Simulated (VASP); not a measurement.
TiAl:

```
CELL_PARAMETERS angstrom
3.11417 0.00000 0.00000
0.00000 3.11417 0.00000
0.00000 0.00000 3.11417
ATOMIC_POSITIONS crystal
Ti 0.00000 0.00000 0.00000
Al 0.50000 0.50000 0.50000
```

Base run:

| Item | Value |
| --- | --- |
| Program | VASP 6.6.1 |
| Functional | r2SCAN |
| Potentials or basis | VASP PAW PBE potentials, release 64 (Ti_sv, Al) |
| Cutoff | 520 eV |
| k mesh | 8 × 8 × 8 |
| Occupations | fermi-dirac, width 0.05 eV |
| Spin | no spin polarisation |

Its results: pressure 7.7 GPa.

Q: The run is repeated on the same cell with these changes: functional from r2SCAN to HSE06; k mesh from 8 × 8 × 8 to 6 × 6 × 6. What comes out?

A: Pressure 5.8 GPa.

Several settings changed at once, so the effect can't be laid on one alone.

Caveats: the PAW data sets were made with another functional, which shifts forces and pressure a little.
